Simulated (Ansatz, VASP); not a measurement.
**CaC2: VASP beside Ansatz**

Contents of INCAR:

```
PREC = Accurate
ENCUT = 520
EDIFF = 1E-6
ISMEAR = 0
SIGMA = 0.05
LREAL = F
LASPH = T
NELM = 80
ALGO = Normal
ISIF = 2
LWAVE = F
LCHARG = F
NBANDS = 16
```

Contents of KPOINTS:

```
regular mesh
0
Gamma
  9 9 9
```

Contents of POSCAR:

```
CaC2
1.0
    1.7815747330      1.0285926517      4.7096121749
   -1.7815747330      1.0285926517      4.7096121749
    0.0000000000     -2.0571853034      4.7096121749
Ca C
1 2
Direct
    0.0000000000      0.0000000000      0.0000000000
    0.5529150000      0.5529150000      0.5529150000
    0.4470850000      0.4470850000      0.4470850000
```

Input for Ansatz:

```yaml
crystal:
  lattice:
    - [1.781574733, 1.0285926517, 4.7096121749]
    - [-1.781574733, 1.0285926517, 4.7096121749]
    - [0.0, -2.0571853034, 4.7096121749]
  atoms:
    - { symbol: Ca, position: [0.0, 0.0, 0.0] }
    - { symbol: C, position: [0.552915, 0.552915, 0.552915] }
    - { symbol: C, position: [0.447085, 0.447085, 0.447085] }
basis:
  ecutwfc: 420
kpoints:
  mp_grid: { grid: [9, 9, 9] }
hamiltonian:
  xc: lda
scf:
  occupations: { method: gaussian, width: 0.05 }
output:
  forces: true
  stress: true
  eigenvalues: true
```

Alike in both runs: task single point; functional LDA; k mesh 9 × 9 × 9; occupations gaussian, width 0.05 eV; no spin polarisation.

```csv
,VASP,Ansatz
version,VASP 6.6.1,Ansatz 0.2.0
potentials or method,"VASP PAW LDA potentials, release 64 (Ca_sv, C), cutoff 520 eV","scalar-relativistic, plane waves, PAW"
valence electrons in the cell,18,18
```

Ansatz gave:

| Item | Value |
| --- | --- |
| gap on the k mesh at the Fermi level (eV) | 0.58 |
| least direct gap on the mesh (eV) | 1.15 |
| pressure (GPa) | -18.2 |
| traceless stress, the component that is largest in VASP (GPa) | -43.53 |
| rms of the force components (eV/Å) | 4.448 |

Task: Estimate VASP's values.

Result: gap on the k mesh at the Fermi level (eV): 0.57; least direct gap on the mesh (eV): 1.15; pressure (GPa): -17.9; traceless stress, the component that is largest in VASP (GPa): -43.32; rms of the force components (eV/Å): 4.428.

LDA's correlation is that of Perdew and Zunger in VASP and of Perdew and Wang (1992) in Ansatz. Atom by atom the forces differ by 0.020 eV/Å (rms over components).
